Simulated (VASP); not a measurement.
# NaF (rocksalt type) in VASP: a series of runs

NaF (rocksalt type) is run at these levels: PBE; tasks: single point, relaxation of cell and atoms.

Everything below comes from runs of VASP 6.6.1. Logs are shortened: lines on timing, memory, paths and dates and some standing lists are left out, and cuts for length are marked.

### 1 The cell of the first run

The structure is cubic, space group Fm-3m (No. 225). Conventional cell: a = 4.701 Å, b = 4.701 Å, c = 4.701 Å, α = 90.00°, β = 90.00°, γ = 90.00°. Within 3.1 Å of Na (site symmetry m-3m) lie 6 F at 2.35 Å. Within 3.1 Å of F (site symmetry m-3m) lie 6 Na at 2.35 Å.

### 2 Single point, PBE

Contents of INCAR:

```
ALGO = Normal ; EDIFF = 1E-6
ENCUT = 520 ; GGA = PE
ISIF = 2 ; ISMEAR = -5
LASPH = T ; LCHARG = F
LREAL = F ; LWAVE = F
NBANDS = 14 ; NELM = 80
PREC = Accurate ; SIGMA = 0.1
```

Contents of KPOINTS:

```
k-points
0
Gamma
  16 16 16
```

Contents of POSCAR:

```
NaF
1.0
    0.0000000000      2.3505696169      2.3505696169
    2.3505696169      0.0000000000      2.3505696169
    2.3505696169      2.3505696169      0.0000000000
Na F
1 1
Direct
    0.0000000000      0.0000000000      0.0000000000
    0.5000000000      0.5000000000      0.5000000000
```

Potentials or basis: VASP PAW PBE potentials, release 64 (Na_pv, F).

The run is started by

```sh
> cat potpaw_PBE.64/Na_pv/POTCAR potpaw_PBE.64/F/POTCAR > POTCAR
> mpirun -np 1 vasp_std > vasp.out
```

OUTCAR:

```text
EDIFF = 1E-6
   ENCUT = 520
   GGA = PE
   ISIF = 2
   ISMEAR = -5
   LASPH = T
   LREAL = F
   NELM = 80
   PREC = Accurate

 ion  position               nearest neighbor table
   1  0.000  0.000  0.000-
   2  0.500  0.500  0.500-

  LATTYP: Found a face centered cubic cell.
 ALAT       =     4.7011392338

  Lattice vectors:

 A1 = (   0.0000000000,   2.3505696169,   2.3505696169)
 A2 = (   2.3505696169,   0.0000000000,   2.3505696169)
 A3 = (   2.3505696169,   2.3505696169,   0.0000000000)

Analysis of symmetry for initial positions (statically):
=====================================================================
 Subroutine PRICEL returns:
 Original cell was already a primitive cell.

 Routine SETGRP: Setting up the symmetry group for a
 face centered cubic supercell.

 Subroutine GETGRP returns: Found 48 space group operations
 (whereof 48 operations were pure point group operations)
 out of a pool of 48 trial point group operations.

The static configuration has the point symmetry O_h .

Analysis of symmetry for dynamics (positions and initial velocities):
=====================================================================
 Subroutine PRICEL returns:
 Original cell was already a primitive cell.

 Routine SETGRP: Setting up the symmetry group for a
 face centered cubic supercell.

 Subroutine GETGRP returns: Found 48 space group operations
 (whereof 48 operations were pure point group operations)
 out of a pool of 48 trial point group operations.

The dynamic configuration has the point symmetry O_h .

 Subroutine INISYM returns: Found 48 space group operations
 (whereof 48 operations are pure point group operations),
 and found     1 'primitive' translations

----------------------------------------------------------------------------------------

                                     Primitive cell

  volume of cell :      25.9746

  direct lattice vectors                    reciprocal lattice vectors
     0.000000000  2.350569617  2.350569617    -0.212714398  0.212714398  0.212714398
     2.350569617  0.000000000  2.350569617     0.212714398 -0.212714398  0.212714398
     2.350569617  2.350569617  0.000000000     0.212714398  0.212714398 -0.212714398

  length of vectors
     3.324207432  3.324207432  3.324207432     0.368432144  0.368432144  0.368432144

  position of ions in fractional coordinates (direct lattice)
     0.000000000  0.000000000  0.000000000
     0.500000000  0.500000000  0.500000000

  ion indices of the primitive-cell ions
   primitive index   ion index
                 1           1
                 2           2

----------------------------------------------------------------------------------------

 KPOINTS: k-points

Automatic generation of k-mesh.
 Grid dimensions read from file:
 generate k-points for:   16   16   16

 Generating k-lattice:

  Cartesian coordinates                     Fractional coordinates (reciprocal lattice)
    -0.013294650  0.013294650  0.013294650     0.062500000  0.000000000  0.000000000
     0.013294650 -0.013294650  0.013294650     0.000000000  0.062500000  0.000000000
     0.013294650  0.013294650 -0.013294650     0.000000000  0.000000000  0.062500000

  Length of vectors
     0.023027009  0.023027009  0.023027009

  Shift w.r.t. Gamma in fractional coordinates (k-lattice)
     0.000000000  0.000000000  0.000000000

 TETIRR: Found    570 inequivalent tetrahedra from    24576

 Subroutine IBZKPT returns following result:
 ===========================================

 Found    145 irreducible k-points:

 Following reciprocal coordinates:
            Coordinates               Weight
  0.000000  0.000000  0.000000      1.000000
  0.062500  0.000000  0.000000      8.000000
  0.125000  0.000000  0.000000      8.000000
  0.187500  0.000000  0.000000      8.000000
  0.250000  0.000000  0.000000      8.000000
  0.312500  0.000000  0.000000      8.000000
[... 16 lines left out ...]
 -0.125000  0.062500  0.000000     24.000000
 -0.062500  0.062500  0.000000     12.000000
 [... further k-points ...]
   k-points           NKPTS =    145   k-points in BZ     NKDIM =    145   number of bands    NBANDS=     14
   number of dos      NEDOS =    301   number of ions     NIONS =      2
   total plane-waves  NPLWV =  21952
   dimension x,y,z NGX =    28 NGY =   28 NGZ =   28
   dimension x,y,z NGXF=    56 NGYF=   56 NGZF=   56
   ions per type =               1   1
   NGX,Y,Z   is equivalent  to a cutoff of  14.00, 14.00, 14.00 a.u.
   NGXF,Y,Z  is equivalent  to a cutoff of  28.01, 28.01, 28.01 a.u.
 SYSTEM =  unknown system
   PREC   = accura    normal or accurate (medium, high low for compatibility)
   ISTART =      0    job   : 0-new  1-cont  2-samecut
   ICHARG =      2    charge: 1-file 2-atom 10-const
   ISPIN  =      1    spin polarized calculation?
   LNONCOLLINEAR =      F non collinear calculations
   LSORBIT =      F    spin-orbit coupling
   LASPH  =      T    aspherical Exc in radial PAW
   ENCUT  =  520.0 eV  38.22 Ry    6.18 a.u.   6.18  6.18  6.18*2*pi/ulx,y,z
   NELM   =     80;   NELMIN=  2; NELMDL= -5     # of ELM steps
   EDIFF  = 0.1E-05   stopping-criterion for ELM
   LREAL  =      F    real-space projection
   EDIFFG = 0.1E-04   stopping-criterion for IOM
   NSW    =      0    number of steps for IOM
   IBRION =     -1    ionic relax: 0-MD 1-quasi-New 2-CG
   NFREE  =      0    steps in history (QN), initial steepest desc. (CG)
   ISIF   =      2    stress and relaxation
   ISYM   =      2    0-nonsym 1-usesym 2-fastsym
   POTIM  = 0.5000    time-step for ionic-motion
   TEBEG  =    0.0;   TEEND  =   0.0 temperature during run
   PSTRESS=    0.0 pullay stress
   NELECT =      14.0000    total number of electrons
   NUPDOWN=      -1.0000    fix difference up-down
   EMIN   =  10.00;   EMAX   =-10.00  energy-range for DOS
   EFERMI =   0.00;   METHOD = LEGACY
   ISMEAR =    -5;   SIGMA  =   0.10  broadening in eV -4-tet -1-fermi 0-gaus
   EFERMI_NEDOS =   21; number of points for ismear=-14 and -15
   IALGO  =     38    algorithm
   IMIX   =      4    mixing-type and parameters
     AMIX     =   0.40;   BMIX     =  1.00
     AMIX_MAG =   1.60;   BMIX_MAG =  1.00
  volume/ion in A,a.u.               =      12.99        87.64
  Fermi-wavevector in a.u.,A,eV,Ry     =   1.332297  2.517676 24.150550  1.775015
  Thomas-Fermi vector in A             =   2.461243
   LORBIT       =      0    0 simple, 1 ext, 2 COOP (PROOUT), +10 PAW based schemes
   GGA     = PE    functional components
   LHFCALC =     F    Hartree Fock is set to
   AEXX    =    0.0000 exact exchange contribution
   IVDW    =     0    specifies the selected vdW correction
   LEPSILON=     F    determine dielectric tensor
   LRPA    =     F    only Hartree local field effects (RPA)
 non-spin polarized calculation
 Fermi weights with tetrahedron method with Bloechl corrections
  energy-cutoff  :      520.00
  volume of cell :       25.97
 maximum number of plane-waves:       725
 NGX is ok and might be reduce to    28
   NGX = 13   NGY = 13   NGZ = 13

 number of electron      14.0000002 magnetization

 Free energy of the ion-electron system (eV)
  ---------------------------------------------------
  ext. energy  EPLUGINS =         0.00000000
  ---------------------------------------------------
  free energy    TOTEN  =        -8.56944432 eV

  energy without entropy =       -8.56944432  energy(sigma->0) =       -8.56944432

 E-fermi :  -2.2263     XC(G=0):  -8.9516

 val. band max:       -2.2657692721   @ k =   0.0000   0.0000   0.0000
 cond. band min:       3.8059009318   @ k =   0.0000   0.0000   0.0000
 fundamental gap:      6.0716702039
 Fermi energy:        -2.2262779519

 k-point     1 :       0.0000    0.0000    0.0000
  band No.  band energies     occupation
      1     -21.3702      2.00000
      2     -21.3437      2.00000
      3     -21.3437      2.00000
      4     -21.3437      2.00000
      5      -2.2658      2.00000
      6      -2.2658      2.00000
      7      -2.2658      2.00000
      8       3.8059      0.00000
      9      16.4009      0.00000
     10      16.4009      0.00000
     11      16.4009      0.00000
     12      19.1754      0.00000
     13      21.3044      0.00000
     14      21.3044      0.00000

 k-point     2 :       0.0625    0.0000    0.0000
  band No.  band energies     occupation
      1     -21.4997      2.00000
      2     -21.3441      2.00000
      3     -21.3441      2.00000
      4     -21.2091      2.00000
      5      -2.3417      2.00000
      6      -2.2749      2.00000
      7      -2.2749      2.00000
      8       3.9451      0.00000
      9      15.7847      0.00000
     10      16.4586      0.00000
     11      16.4586      0.00000
     12      19.8564      0.00000
     13      21.1044      0.00000
     14      21.1044      0.00000

 k-point     3 :       0.1250    0.0000    0.0000
  band No.  band energies     occupation
      1     -21.6320      2.00000
      2     -21.3453      2.00000
      3     -21.3453      2.00000
      4     -21.0632      2.00000
      5      -2.5449      2.00000
      6      -2.3007      2.00000
      7      -2.3007      2.00000
      8       4.3360      0.00000
      9      14.6891      0.00000
     10      16.6205      0.00000
     11      16.6205      0.00000
     12      20.6906      0.00000
     13      20.6906      0.00000
     14      20.9625      0.00000
[... 324 lines left out ...]
 k-point    23 :      -0.1250    0.0625    0.0000
  band No.  band energies     occupation
      1     -21.6895      2.00000
      2     -21.3504      2.00000
      3     -21.3443      2.00000
      4     -20.9940      2.00000
      5      -2.6688      2.00000
      6      -2.3379      2.00000
      7      -2.3129      2.00000
      8       4.6187      0.00000
      9      14.1757      0.00000
     10      16.4714      0.00000
     11      16.8715      0.00000
     12      20.0207      0.00000
     13      20.8502      0.00000
     14      21.5830      0.00000

 k-point    24 :      -0.0625    0.0625    0.0000
  band No.  band energies     occupation
      1     -21.5823      2.00000
      2     -21.3471      2.00000
      3     -21.3437      2.00000
      4     -21.1175      2.00000
      5      -2.4528      2.00000
      6      -2.2988      2.00000
      7      -2.2858      2.00000
      8       4.1672      0.00000
      9      15.1396      0.00000
     10      16.4252      0.00000
     11      16.6116      0.00000
     12      20.5695      0.00000
     13      20.6440      0.00000
     14      21.1156      0.00000

 [... further k-points ...]
[... 5 lines left out ...]
  --------------------------------------------------------------------------------------
  -------------------------------------------------------------------------------------
  Total       -0.0260316     -0.0260316     -0.0260316      0.0000000     -0.0000000      0.0000000
  in kB       -1.6056891     -1.6056891     -1.6056891      0.0000000     -0.0000000      0.0000000
  external PRESSURE =      -1.6056891 kB  Pullay stress =       0.0000000 kB

 VOLUME and BASIS-vectors are now :
 -----------------------------------------------------------------------------
  energy-cutoff  :      520.00
  volume of cell :       25.97
      direct lattice vectors                 reciprocal lattice vectors
     0.000000000  2.350569617  2.350569617    -0.212714398  0.212714398  0.212714398
     2.350569617  0.000000000  2.350569617     0.212714398 -0.212714398  0.212714398
     2.350569617  2.350569617  0.000000000     0.212714398  0.212714398 -0.212714398

 POSITION                                       TOTAL-FORCE (eV/Angst)
 -----------------------------------------------------------------------------------
      0.00000      0.00000      0.00000        -0.000000      0.000000      0.000000
      2.35057      2.35057      2.35057         0.000000     -0.000000     -0.000000
 -----------------------------------------------------------------------------------
    total drift:                                0.000000      0.000000      0.000000

  FREE ENERGIE OF THE ION-ELECTRON SYSTEM (eV)
  ---------------------------------------------------
  free  energy   TOTEN  =        -8.5694443155 eV

  energy  without entropy=       -8.5694443155  energy(sigma->0) =       -8.56944432
```

Run time: 26 s. Hardware: 1 thread of Intel Xeon 6975P-C (Granite Rapids), shared host; peak memory 0.17 GiB.

What came out:

* Free energy: -8.5694 eV
* Pressure: -0.2 GPa
* Band gap on the k mesh: 6.07 eV

Levels at points of the mesh, in eV from the valence-band top:
```
           k point  band 3  band 4  band 5  band 6  band 7  band 8  band 9  band 10  band 11  band 12
(0.00, 0.00, 0.00)  -19.08  -19.08    0.00    0.00    0.00    6.07   18.67    18.67    18.67    21.44
(0.50, 0.00, 0.00)  -19.09  -18.28   -1.50   -0.23   -0.23   10.52   12.10    19.64    19.64    22.40
(0.50, 0.50, 0.00)  -19.12  -18.88   -1.21   -0.38   -0.38   12.80   13.15    13.18    19.21    19.21
```

A k mesh can miss the band edges.

### 3 Single point, PBE (z stretched by +1 % at fixed volume)

Contents of INCAR:

```
SYSTEM = NaF
PREC = Accurate ; ENCUT = 520
EDIFF = 1E-6 ; ISMEAR = -1
SIGMA = 0.05 ; LREAL = .FALSE.
LASPH = .TRUE. ; NELM = 100
ALGO = Normal ; ISIF = 2
LWAVE = .FALSE. ; LCHARG = .FALSE.
GGA = PE ; NBANDS = 14
```

Contents of KPOINTS:

```
regular mesh
0
G
  16 16 16
  0 0 0
```

Contents of POSCAR:

```
NaF
1.0
    0.0000000000      2.3389041870      2.3740753131
    2.3389041870      0.0000000000      2.3740753131
    2.3389041870      2.3389041870      0.0000000000
Na F
1 1
Direct
    0.0000000000      0.0000000000      0.0000000000
    0.5000000000      0.5000000000      0.5000000000
```

Potentials or basis: VASP PAW PBE potentials, release 64 (Na_pv, F).

The run is started by

```sh
> cat potpaw_PBE.64/Na_pv/POTCAR potpaw_PBE.64/F/POTCAR > POTCAR
> mpirun -np 1 vasp_std > vasp.out
```

Run time: 53 s. Hardware: 1 thread of Intel Xeon 6975P-C (Granite Rapids), shared host; peak memory 0.23 GiB.

Results (log left out):

```yaml
Free_energy: -8.5686 eV
Pressure: -0.1 GPa
Band_gap_on_the_k_mesh: 6.07 eV
```

Stress tensor (GPa, compression positive):
```
 0.20  0.00  0.00
 0.00  0.20  0.00
 0.00  0.00 -0.81
```

Levels at points of the mesh, in eV from the valence-band top:
| k point | band 3 | band 4 | band 5 | band 6 | band 7 | band 8 | band 9 | band 10 | band 11 | band 12 |
| --- | --- | --- | --- | --- | --- | --- | --- | --- | --- | --- |
| (0.00, 0.00, 0.00) | -19.08 | -19.08 | 0.00 | 0.00 | 0.00 | 6.07 | 18.60 | 18.70 | 18.70 | 21.44 |
| (0.50, 0.00, 0.00) | -19.09 | -18.28 | -1.50 | -0.24 | -0.23 | 10.52 | 12.10 | 19.51 | 19.78 | 22.29 |
| (0.50, 0.50, 0.00) | -19.12 | -18.89 | -1.22 | -0.37 | -0.37 | 12.67 | 13.14 | 13.25 | 19.33 | 19.33 |
| (0.50, 0.00, 0.50) | -19.13 | -18.88 | -1.20 | -0.40 | -0.38 | 12.86 | 13.11 | 13.20 | 19.08 | 19.23 |

(Continued in part 2 of 2.)
